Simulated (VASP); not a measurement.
# Cu (P6_3/mmc) in VASP: a series of runs, part 2 of 2

VASP 6.6.1. The steps go on from the part before.

## (3) Single point, PBE

INCAR

```
ALGO = Normal
EDIFF = 1E-6
ENCUT = 520
GGA = PE
ISIF = 2
ISMEAR = -1
LASPH = True
LCHARG = True
LELF = True
LREAL = False
LVHAR = True
LWAVE = False
NBANDS = 18
NELM = 80
PREC = Accurate
SIGMA = 0.05
```

KPOINTS

```
k-points
0
Gamma
  18 18 10
```

POSCAR

```
Cu
1.0
    2.5676111943      0.0000000000      0.0000000000
   -1.2838055972      2.2236165213      0.0000000000
    0.0000000000      0.0000000000      4.1951341352
Cu
2
Direct
    0.3333333333      0.6666666667      0.2500000000
    0.6666666667      0.3333333333      0.7500000000
```

Potentials or basis: VASP PAW PBE potentials, release 64 (Cu).

Command:

```console
> cat potpaw_PBE.64/Cu/POTCAR > POTCAR
> mpirun -np 1 vasp_std > vasp.out
```

OUTCAR:

```text
EDIFF = 1E-6
   ENCUT = 520
   GGA = PE
   ISIF = 2
   ISMEAR = -1
   LASPH = True
   LREAL = False
   NELM = 80
   PREC = Accurate

 ion  position               nearest neighbor table
   1  0.333  0.667  0.250-   2 2.57   2 2.57   2 2.57   2 2.57   2 2.57   2 2.57
   2  0.667  0.333  0.750-   1 2.57   1 2.57   1 2.57   1 2.57   1 2.57   1 2.57

  LATTYP: Found a hexagonal cell.
 ALAT       =     2.5676111943
 C/A-ratio  =     1.6338665856

  Lattice vectors:

[... 690 lines left out ...]

 [... further k-points ...]

------------------------ aborting loop because EDIFF is reached ----------------------------------------

  FORCE on cell =-STRESS in cart. coord.  units (eV):
  Direction    XX          YY          ZZ          XY          YZ          ZX
  --------------------------------------------------------------------------------------
  -------------------------------------------------------------------------------------
  Total        0.1159095      0.1159095      0.1098048     -0.0000000     -0.0000000      0.0000000
  in kB        7.7534419      7.7534419      7.3450864     -0.0000000     -0.0000000      0.0000000
  external PRESSURE =       7.6173234 kB  Pullay stress =       0.0000000 kB

 VOLUME and BASIS-vectors are now :
 -----------------------------------------------------------------------------
  energy-cutoff  :      520.00
  volume of cell :       23.95
      direct lattice vectors                 reciprocal lattice vectors
     2.567611194  0.000000000  0.000000000     0.389467067  0.224858916  0.000000000
    -1.283805597  2.223616521  0.000000000     0.000000000  0.449717831  0.000000000
     0.000000000  0.000000000  4.195134135     0.000000000  0.000000000  0.238371401

 POSITION                                       TOTAL-FORCE (eV/Angst)
 -----------------------------------------------------------------------------------
     -0.00000      1.48241      1.04878         0.000000      0.000000      0.000000
      1.28381      0.74121      3.14635        -0.000000      0.000000      0.000000
 -----------------------------------------------------------------------------------
    total drift:                               -0.000000      0.000000     -0.000000

  FREE ENERGIE OF THE ION-ELECTRON SYSTEM (eV)
  ---------------------------------------------------
  free  energy   TOTEN  =        -7.4388073939 eV

  energy  without entropy=       -7.4314401222  energy(sigma->0) =       -7.43512376
```

It took 39 s on 1 thread of Intel Xeon Platinum 8375C at 2.90GHz (Ice Lake), shared host; peak memory 0.19 GiB.

Results:

```yaml
Free_energy: -7.4388 eV
Pressure: 0.8 GPa
Band_gap_on_the_k_mesh: zero (band 11 reaches 11.43 eV, above the bottom of band 12 at 5.48 eV)
```

## (4) Relaxation of cell and atoms, PBE

This run uses another cell than the first one, of 11.95 Å³/atom, 0.998 times its volume.

INCAR

```
ALGO = Normal ; EDIFF = 1E-6
EDIFFG = -0.005 ; ENCUT = 600
GGA = PE ; IBRION = 2
ISIF = 3 ; ISMEAR = -1
LASPH = True ; LCHARG = False
LREAL = False ; LWAVE = False
NELM = 80 ; NSW = 60
PREC = Accurate ; SIGMA = 0.05
```

KPOINTS is that of step 3.

POSCAR

```
Cu
1.0
    2.5730649657      0.0000000000      0.0000000000
   -1.2865324828      2.2283396258      0.0000000000
    0.0000000000      0.0000000000      4.1683652444
Cu
2
Direct
    0.3333333333      0.6666666667      0.2500000000
    0.6666666667      0.3333333333      0.7500000000
```

Command:

```console
> cat potpaw_PBE.64/Cu/POTCAR > POTCAR
> mpirun -np 1 vasp_std > vasp.out
```

It took 3.8 min on 1 thread of Intel Xeon Platinum 8375C at 2.90GHz (Ice Lake), shared host; peak memory 0.22 GiB.

Results (log left out):

| Item | Value |
| --- | --- |
| Free energy | -7.4391 eV |
| Relaxed volume | 12.02 Å³/atom |
| Relaxed cell | a = 2.571 Å, b = 2.571 Å, c = 4.201 Å, α = 90.00°, β = 90.00°, γ = 120.00° |
| Space group after relaxing (to 0.05 Å) | P6_3/mmc (No. 194) |
| Energy gained by relaxing | 0.5 meV/atom |
| Ionic steps | 10 |
| Pressure after relaxing | 0.0 GPa |
| Band gap on the k mesh | zero (band 11 reaches 11.37 eV, above the bottom of band 12 at 5.43 eV) |

Step by step:
```tsv
step	energy change (eV)	largest force (eV/Å)	pressure (GPa)	volume (Å³)
1	0.0000	0.0000	1.14	23.90
2	-0.0005	0.0000	-0.77	24.20
3	-0.0008	0.0000	-0.11	24.08
4	-0.0008	0.0000	-0.26	24.10
5	-0.0008	0.0000	-0.24	24.09
6	-0.0010	0.0000	-0.18	24.07
7	-0.0010	0.0000	-0.06	24.05
8	-0.0010	0.0000	-0.14	24.06
9	-0.0010	0.0000	0.20	24.02
10	-0.0010	0.0000	0.02	24.05
```

Final structure:
```cif
data_structure
_symmetry_space_group_name_H-M 'P 1'
_symmetry_Int_Tables_number 1
_cell_length_a 2.5712
_cell_length_b 2.5712
_cell_length_c 4.2007
_cell_angle_alpha 90.000
_cell_angle_beta 90.000
_cell_angle_gamma 120.000
_cell_volume 24.05
loop_
_atom_site_label
_atom_site_type_symbol
_atom_site_fract_x
_atom_site_fract_y
_atom_site_fract_z
_atom_site_occupancy
Cu1 Cu 0.33333 0.66667 0.25000 1
Cu2 Cu 0.66667 0.33333 0.75000 1
```

Levels at points of the mesh, in eV from the Fermi level:
```tsv
k point	band 8	band 9	band 10	band 11	band 12	band 13	band 14	band 15
(0.00, 0.00, 0.00)	-2.39	-2.39	-1.66	-1.66	-0.90	3.71	21.26	21.52
(0.50, 0.00, 0.00)	-1.57	-1.53	-1.48	0.05	1.57	7.72	8.06	10.60
(0.00, 0.00, 0.50)	-2.90	-1.88	-1.88	-1.88	-1.88	12.33	12.33	21.95
(0.50, 0.00, 0.50)	-1.82	-1.51	-1.51	0.56	0.56	4.79	4.79	15.97
```

## (5) Relaxation of cell and atoms, PBE

INCAR

```
PREC     = Accurate       # precision mode
ENCUT    = 600            # plane-wave cutoff, eV
EDIFF    = 1E-6           # SCF threshold, eV
ISMEAR   = -1             # smearing method
SIGMA    = 0.05           # smearing width, eV
LREAL    = F              # projectors in reciprocal space
LASPH    = T              # aspherical terms in the spheres
NELM     = 60             # most SCF steps
ALGO     = Normal         # electronic algorithm
ISIF     = 3              # what is computed and relaxed
LWAVE    = F              # write WAVECAR
LCHARG   = F              # write CHGCAR
GGA      = PE             # functional
IBRION   = 2              # ionic algorithm
NSW      = 45             # ionic steps
EDIFFG   = -0.005         # ionic threshold
```

KPOINTS

```
Automatic mesh
0
Gamma
  18 18 10
```

POSCAR

```
Cu
1.0
    2.5678168448      0.0000000000      0.0000000000
   -1.2839084224      2.2237946199      0.0000000000
    0.0000000000      0.0000000000      4.1954803596
Cu
2
Direct
    0.3333333333      0.6666666667      0.2500000000
    0.6666666667      0.3333333333      0.7500000000
```

Command:

```console
> cat potpaw_PBE.64/Cu/POTCAR > POTCAR
> mpirun -np 1 vasp_std > vasp.out
```

Wall time 1.8 min (1 thread of Intel Xeon Platinum 8375C at 2.90GHz (Ice Lake), shared host); peak memory 0.22 GiB.

Results (log left out):

```yaml
Free_energy: -7.4391 eV
Relaxed_volume: 12.03 Å³/atom
Relaxed_cell: a = 2.571 Å, b = 2.571 Å, c = 4.201 Å, α = 90.00°, β = 90.00°, γ = 120.00°
Space_group_after_relaxing_to_0.05_Å: P6_3/mmc (No. 194)
Energy_gained_by_relaxing: 0.1 meV/atom
Ionic_steps: 4
Pressure_after_relaxing: 0.0 GPa
Band_gap_on_the_k_mesh: zero (band 11 reaches 11.37 eV, above the bottom of band 12 at 5.43 eV)
```

The path:
| step | energy change (eV) | largest force (eV/Å) | pressure (GPa) | volume (Å³) |
| --- | --- | --- | --- | --- |
| 1 | 0.0000 | 0.0000 | 0.79 | 23.96 |
| 2 | 0.0000 | 0.0000 | -0.62 | 24.16 |
| 3 | -0.0002 | 0.0000 | 0.06 | 24.05 |
| 4 | -0.0002 | 0.0000 | 0.05 | 24.06 |

Final structure:
```cif
data_structure
_symmetry_space_group_name_H-M 'P 1'
_symmetry_Int_Tables_number 1
_cell_length_a 2.5715
_cell_length_b 2.5715
_cell_length_c 4.2011
_cell_angle_alpha 90.000
_cell_angle_beta 90.000
_cell_angle_gamma 120.000
_cell_volume 24.06
loop_
_atom_site_label
_atom_site_type_symbol
_atom_site_fract_x
_atom_site_fract_y
_atom_site_fract_z
_atom_site_occupancy
Cu1 Cu 0.33333 0.66667 0.25000 1
Cu2 Cu 0.66667 0.33333 0.75000 1
```

Levels at points of the mesh, in eV from the Fermi level:
| k point | band 9 | band 10 | band 11 | band 12 | band 13 | band 14 |
| --- | --- | --- | --- | --- | --- | --- |
| (0.00, 0.00, 0.00) | -2.39 | -1.66 | -1.66 | -0.90 | 3.71 | 21.26 |
| (0.50, 0.00, 0.00) | -1.53 | -1.48 | 0.05 | 1.57 | 7.72 | 8.06 |
| (0.00, 0.00, 0.50) | -1.88 | -1.88 | -1.88 | -1.88 | 12.33 | 12.33 |
| (0.50, 0.00, 0.50) | -1.51 | -1.51 | 0.56 | 0.56 | 4.79 | 4.79 |

## (6) Summary

| task | cell | cutoff (eV) | gap on the mesh (eV) | pressure (GPa) | relaxed volume (Å³/atom) |
| --- | --- | --- | --- | --- | --- |
| single point | a = 2.568, b = 2.568, c = 4.195 Å, angles 90.0, 90.0, 120.0°, 2 atoms | 520 | none | 0.8 | - |
| relaxation of cell and atoms | relaxed from a = 2.573, b = 2.573, c = 4.168 Å, angles 90.0, 90.0, 120.0°, 2 atoms | 600 | none | 0.0 | 12.02 |
| relaxation of cell and atoms | relaxed from a = 2.568, b = 2.568, c = 4.195 Å, angles 90.0, 90.0, 120.0°, 2 atoms | 600 | none | 0.0 | 12.03 |

Alike in all rows: level PBE; potentials or basis VASP PAW PBE potentials, release 64 (Cu); no spin polarisation; k mesh 18 × 18 × 10; smearing fermi-dirac 0.05 eV.

Absolute energies hang on the potentials; compare differences alone.
